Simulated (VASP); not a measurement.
# GaSb (rocksalt type) (Fm-3m) in VASP: a series of runs

GaSb (rocksalt type) is run at these levels: PBE, PBE+D3(BJ); tasks: single point.

All numbers are computed with VASP 6.6.1; they aren't measurements. Logs are shortened: lines on timing, memory, paths and dates and some standing lists are left out, and cuts for length are marked.

## 1. The cell of the first run

It takes space group Fm-3m (No. 225, cubic). Conventional cell: a = 5.799 Å, b = 5.799 Å, c = 5.799 Å, α = 90.00°, β = 90.00°, γ = 90.00°. Ga (site symmetry m-3m) has 6 Sb at 2.90 Å within 3.8 Å. Sb (site symmetry m-3m) has 6 Ga at 2.90 Å within 3.8 Å.

## 2. Single point, PBE

INCAR

```
SYSTEM = GaSb
PREC     = Accurate       ! precision mode
ENCUT    = 500            ! plane-wave cutoff, eV
EDIFF    = 1E-6           ! SCF threshold, eV
ISMEAR   = -1             ! smearing method
SIGMA    = 0.08           ! smearing width, eV
LREAL    = .False.        ! projectors in reciprocal space
LASPH    = .True.         ! aspherical terms in the spheres
NELM     = 120            ! most SCF steps
ALGO     = Normal         ! electronic algorithm
ISIF     = 2              ! what is computed and relaxed
LWAVE    = .False.        ! write WAVECAR
LCHARG   = .True.         ! write CHGCAR
GGA      = PE             ! functional
LELF     = .True.         ! ELF
LVHAR    = .True.       
NBANDS   = 16             ! bands
GGA_COMPAT= .False.
```

KPOINTS

```
regular mesh
0
Gamma
  13 13 13
  0 0 0
```

POSCAR

```
GaSb
1.0
    0.0000000000      2.8992984657      2.8992984657
    2.8992984657      0.0000000000      2.8992984657
    2.8992984657      2.8992984657      0.0000000000
Ga Sb
1 1
Direct
    0.0000000000      0.0000000000      0.0000000000
    0.5000000000      0.5000000000      0.5000000000
```

Potentials or basis: VASP PAW PBE potentials, release 64 (Ga_d, Sb).

Run with:

```bash
$ cat potpaw_PBE.64/Ga_d/POTCAR potpaw_PBE.64/Sb/POTCAR > POTCAR
$ mpirun -np 1 vasp_std > vasp.out
```

OUTCAR:

```text
SYSTEM = GaSb
   PREC = Accurate
   ENCUT = 500
   EDIFF = 1E-6
   ISMEAR = -1
   LREAL = .False.
   LASPH = .True.
   NELM = 120
   ISIF = 2
   GGA = PE

 ion  position               nearest neighbor table
   1  0.000  0.000  0.000-   2 2.90   2 2.90   2 2.90   2 2.90   2 2.90   2 2.90
   2  0.500  0.500  0.500-   1 2.90   1 2.90   1 2.90   1 2.90   1 2.90   1 2.90

  LATTYP: Found a face centered cubic cell.
 ALAT       =     5.7985969314

  Lattice vectors:

 A1 = (   0.0000000000,   2.8992984657,   2.8992984657)
 A2 = (   2.8992984657,   0.0000000000,   2.8992984657)
 A3 = (   2.8992984657,   2.8992984657,   0.0000000000)

Analysis of symmetry for initial positions (statically):
=====================================================================
 Subroutine PRICEL returns:
 Original cell was already a primitive cell.

 Routine SETGRP: Setting up the symmetry group for a
 face centered cubic supercell.

 Subroutine GETGRP returns: Found 48 space group operations
 (whereof 48 operations were pure point group operations)
 out of a pool of 48 trial point group operations.

The static configuration has the point symmetry O_h .

Analysis of symmetry for dynamics (positions and initial velocities):
=====================================================================
 Subroutine PRICEL returns:
 Original cell was already a primitive cell.

 Routine SETGRP: Setting up the symmetry group for a
 face centered cubic supercell.

 Subroutine GETGRP returns: Found 48 space group operations
 (whereof 48 operations were pure point group operations)
 out of a pool of 48 trial point group operations.

The dynamic configuration has the point symmetry O_h .

 Subroutine INISYM returns: Found 48 space group operations
 (whereof 48 operations are pure point group operations),
 and found     1 'primitive' translations

----------------------------------------------------------------------------------------

                                     Primitive cell

  volume of cell :      48.7426

  direct lattice vectors                    reciprocal lattice vectors
     0.000000000  2.899298466  2.899298466    -0.172455512  0.172455512  0.172455512
     2.899298466  0.000000000  2.899298466     0.172455512 -0.172455512  0.172455512
     2.899298466  2.899298466  0.000000000     0.172455512  0.172455512 -0.172455512

  length of vectors
     4.100227212  4.100227212  4.100227212     0.298701708  0.298701708  0.298701708

  position of ions in fractional coordinates (direct lattice)
     0.000000000  0.000000000  0.000000000
     0.500000000  0.500000000  0.500000000

  ion indices of the primitive-cell ions
   primitive index   ion index
                 1           1
                 2           2

----------------------------------------------------------------------------------------

 KPOINTS: regular mesh

Automatic generation of k-mesh.
 Grid dimensions read from file:
 generate k-points for:   13   13   13

 Generating k-lattice:

  Cartesian coordinates                     Fractional coordinates (reciprocal lattice)
    -0.013265809  0.013265809  0.013265809     0.076923077  0.000000000  0.000000000
     0.013265809 -0.013265809  0.013265809     0.000000000  0.076923077  0.000000000
     0.013265809  0.013265809 -0.013265809     0.000000000  0.000000000  0.076923077

  Length of vectors
     0.022977054  0.022977054  0.022977054

  Shift w.r.t. Gamma in fractional coordinates (k-lattice)
     0.000000000  0.000000000  0.000000000

 Subroutine IBZKPT returns following result:
 ===========================================

 Found     84 irreducible k-points:

 Following reciprocal coordinates:
            Coordinates               Weight
  0.000000  0.000000  0.000000      1.000000
  0.076923  0.000000  0.000000      8.000000
  0.153846  0.000000  0.000000      8.000000
  0.230769  0.000000  0.000000      8.000000
  0.307692  0.000000  0.000000      8.000000
  0.384615  0.000000  0.000000      8.000000
[... 16 lines left out ...]
  0.384615  0.153846  0.000000     24.000000
  0.461538  0.153846  0.000000     24.000000
 [... further k-points ...]
   k-points           NKPTS =     84   k-points in BZ     NKDIM =     84   number of bands    NBANDS=     16
   number of dos      NEDOS =    301   number of ions     NIONS =      2
   total plane-waves  NPLWV =  27000
   dimension x,y,z NGX =    30 NGY =   30 NGZ =   30
   dimension x,y,z NGXF=    60 NGYF=   60 NGZF=   60
   ions per type =               1   1
   NGX,Y,Z   is equivalent  to a cutoff of  12.16, 12.16, 12.16 a.u.
   NGXF,Y,Z  is equivalent  to a cutoff of  24.33, 24.33, 24.33 a.u.
 SYSTEM =  GaSb
   PREC   = accura    normal or accurate (medium, high low for compatibility)
   ISTART =      0    job   : 0-new  1-cont  2-samecut
   ICHARG =      2    charge: 1-file 2-atom 10-const
   ISPIN  =      1    spin polarized calculation?
   LNONCOLLINEAR =      F non collinear calculations
   LSORBIT =      F    spin-orbit coupling
   LASPH  =      T    aspherical Exc in radial PAW
   ENCUT  =  500.0 eV  36.75 Ry    6.06 a.u.   7.48  7.48  7.48*2*pi/ulx,y,z
   NELM   =    120;   NELMIN=  2; NELMDL= -5     # of ELM steps
   EDIFF  = 0.1E-05   stopping-criterion for ELM
   LREAL  =      F    real-space projection
   EDIFFG = 0.1E-04   stopping-criterion for IOM
   NSW    =      0    number of steps for IOM
   IBRION =     -1    ionic relax: 0-MD 1-quasi-New 2-CG
   NFREE  =      0    steps in history (QN), initial steepest desc. (CG)
   ISIF   =      2    stress and relaxation
   ISYM   =      2    0-nonsym 1-usesym 2-fastsym
   POTIM  = 0.5000    time-step for ionic-motion
   TEBEG  =    0.0;   TEEND  =   0.0 temperature during run
   PSTRESS=    0.0 pullay stress
   NELECT =      18.0000    total number of electrons
   NUPDOWN=      -1.0000    fix difference up-down
   EMIN   =  10.00;   EMAX   =-10.00  energy-range for DOS
   EFERMI =   0.00;   METHOD = LEGACY
   ISMEAR =    -1;   SIGMA  =   0.08  broadening in eV -4-tet -1-fermi 0-gaus
   EFERMI_NEDOS =   21; number of points for ismear=-14 and -15
   IALGO  =     38    algorithm
   IMIX   =      4    mixing-type and parameters
     AMIX     =   0.40;   BMIX     =  1.00
     AMIX_MAG =   1.60;   BMIX_MAG =  1.00
  volume/ion in A,a.u.               =      24.37       164.47
  Fermi-wavevector in a.u.,A,eV,Ry     =   1.174526  2.219533 18.769400  1.379512
  Thomas-Fermi vector in A             =   2.310922
   LORBIT       =      0    0 simple, 1 ext, 2 COOP (PROOUT), +10 PAW based schemes
   GGA     = PE    functional components
   LHFCALC =     F    Hartree Fock is set to
   AEXX    =    0.0000 exact exchange contribution
   IVDW    =     0    specifies the selected vdW correction
   LEPSILON=     F    determine dielectric tensor
   LRPA    =     F    only Hartree local field effects (RPA)
 non-spin polarized calculation
  energy-cutoff  :      500.00
  volume of cell :       48.74
 maximum number of plane-waves:      1266
 NGX is ok and might be reduce to    30
   NGX = 15   NGY = 15   NGZ = 15

 number of electron      18.0000007 magnetization

 Free energy of the ion-electron system (eV)
  ---------------------------------------------------
  ext. energy  EPLUGINS =         0.00000000
  ---------------------------------------------------
  free energy    TOTEN  =        -6.97514928 eV

  energy without entropy =       -6.95350113  energy(sigma->0) =       -6.96432520

 E-fermi :   6.2980     XC(G=0): -10.1522

 val. band max:        6.2422460015   @ k =  -0.4615   0.2308   0.0000
 cond. band min:       6.3376893903   @ k =   0.2308   0.0769   0.0000
 fundamental gap:      0.0954433888
 Fermi energy:         6.2980412178

 k-point     1 :       0.0000    0.0000    0.0000
  band No.  band energies     occupation
      1      -8.5165      2.00000
      2      -8.5165      2.00000
      3      -8.4962      2.00000
      4      -8.4962      2.00000
      5      -8.4962      2.00000
      6      -5.4555      2.00000
[... 8 lines left out ...]
     15      12.5994      0.00000
     16      12.5994      0.00000

 k-point     2 :       0.0769    0.0000    0.0000
  band No.  band energies     occupation
      1      -8.5174      2.00000
      2      -8.5174      2.00000
      3      -8.4962      2.00000
      4      -8.4955      2.00000
      5      -8.4955      2.00000
      6      -5.3818      2.00000
[... 8 lines left out ...]
     15      12.7616      0.00000
     16      12.7616      0.00000

 k-point     3 :       0.1538    0.0000    0.0000
  band No.  band energies     occupation
      1      -8.5201      2.00000
      2      -8.5201      2.00000
      3      -8.4965      2.00000
      4      -8.4936      2.00000
      5      -8.4936      2.00000
      6      -5.1618      2.00000
[... 8 lines left out ...]
     15      13.2098      0.00000
     16      13.2098      0.00000

 k-point     4 :       0.2308    0.0000    0.0000
  band No.  band energies     occupation
      1      -8.5242      2.00000
      2      -8.5242      2.00000
      3      -8.4969      2.00000
      4      -8.4905      2.00000
      5      -8.4905      2.00000
      6      -4.8009      2.00000
[... 8 lines left out ...]
     15      13.9207      0.00000
     16      13.9207      0.00000
[... 324 lines left out ...]
 k-point    22 :       0.3077    0.1538    0.0000
  band No.  band energies     occupation
      1      -8.5413      2.00000
      2      -8.5177      2.00000
      3      -8.4990      2.00000
      4      -8.4878      2.00000
      5      -8.4857      2.00000
      6      -4.3933      2.00000
[... 8 lines left out ...]
     15      15.6960      0.00000
     16      15.8278      0.00000

 k-point    23 :       0.3846    0.1538    0.0000
  band No.  band energies     occupation
      1      -8.5455      2.00000
      2      -8.5220      2.00000
      3      -8.4982      2.00000
      4      -8.4864      2.00000
      5      -8.4826      2.00000
      6      -3.8784      2.00000
[... 8 lines left out ...]
     15      16.7831      0.00000
     16      16.9160      0.00000

 k-point    24 :       0.4615    0.1538    0.0000
  band No.  band energies     occupation
      1      -8.5470      2.00000
      2      -8.5266      2.00000
      3      -8.4971      2.00000
      4      -8.4854      2.00000
      5      -8.4809      2.00000
      6      -3.3167      2.00000
[... 8 lines left out ...]
     15      18.0216      0.00000
     16      18.0987      0.00000

 [... further k-points ...]
[... 5 lines left out ...]
  --------------------------------------------------------------------------------------
  -------------------------------------------------------------------------------------
  Total        0.0023828      0.0023828      0.0023828     -0.0000000     -0.0000000     -0.0000000
  in kB        0.0783235      0.0783235      0.0783235     -0.0000000     -0.0000000     -0.0000000
  external PRESSURE =       0.0783235 kB  Pullay stress =       0.0000000 kB

 VOLUME and BASIS-vectors are now :
 -----------------------------------------------------------------------------
  energy-cutoff  :      500.00
  volume of cell :       48.74
      direct lattice vectors                 reciprocal lattice vectors
     0.000000000  2.899298466  2.899298466    -0.172455512  0.172455512  0.172455512
     2.899298466  0.000000000  2.899298466     0.172455512 -0.172455512  0.172455512
     2.899298466  2.899298466  0.000000000     0.172455512  0.172455512 -0.172455512

 POSITION                                       TOTAL-FORCE (eV/Angst)
 -----------------------------------------------------------------------------------
      0.00000      0.00000      0.00000         0.000000      0.000000      0.000000
      2.89930      2.89930      2.89930         0.000000      0.000000      0.000000
 -----------------------------------------------------------------------------------
    total drift:                               -0.000000      0.000000      0.000000

  FREE ENERGIE OF THE ION-ELECTRON SYSTEM (eV)
  ---------------------------------------------------
  free  energy   TOTEN  =        -6.9751492796 eV

  energy  without entropy=       -6.9535011252  energy(sigma->0) =       -6.96432520
```

Wall time 23 s (1 thread of Intel Xeon 6975P-C (Granite Rapids), shared host); peak memory 0.21 GiB.

What came out:

* Free energy: -6.9751 eV
* Pressure: 0.0 GPa
* Band gap on the k mesh: zero (band 9 reaches 7.14 eV, above the bottom of band 10 at 3.99 eV)

Caveat: spin-orbit coupling is left out, which moves the levels of the heavy elements.

## 3. Single point, PBE+D3(BJ)

INCAR

```
ALGO     = Normal         # electronic algorithm
EDIFF    = 1E-6           # SCF threshold, eV
ENCUT    = 500            # plane-wave cutoff, eV
GGA      = PE             # functional
GGA_COMPAT= F            
ISIF     = 2              # what is computed and relaxed
ISMEAR   = -1             # smearing method
IVDW     = 12             # dispersion correction
LASPH    = T              # aspherical terms in the spheres
LCHARG   = F              # write CHGCAR
LREAL    = F              # projectors in reciprocal space
LWAVE    = F              # write WAVECAR
NBANDS   = 16             # bands
NELM     = 120            # most SCF steps
PREC     = Accurate       # precision mode
SIGMA    = 0.08           # smearing width, eV
```

KPOINTS

```
k-points
0
Gamma
  13 13 13
```

POSCAR is that of step 2.

Potentials or basis: VASP PAW PBE potentials, release 64 (Ga_d, Sb).

Run with:

```bash
$ cat potpaw_PBE.64/Ga_d/POTCAR potpaw_PBE.64/Sb/POTCAR > POTCAR
$ mpirun -np 1 vasp_std > vasp.out
```

It took 25 s on 1 thread of Intel Xeon 6975P-C (Granite Rapids), shared host; peak memory 0.22 GiB.

It converged, with:

* Free energy: -7.7605 eV
* Pressure: -2.6 GPa
* Band gap on the k mesh: zero (band 9 reaches 7.14 eV, above the bottom of band 10 at 3.99 eV)
* Dispersion energy per atom: -0.393 eV

Levels at points of the mesh, in eV from the Fermi level:
```csv
k point,band 5,band 6,band 7,band 8,band 9,band 10,band 11,band 12,band 13,band 14
"(0.00, 0.00, 0.00)",-14.79,-11.75,-0.27,0.15,0.15,0.15,6.15,6.15,6.15,6.30
```

Caveat: three body term missing; spin-orbit coupling is left out, which moves the levels of the heavy elements; pairwise dispersion overbinds metals, which lowers pressure and volume.
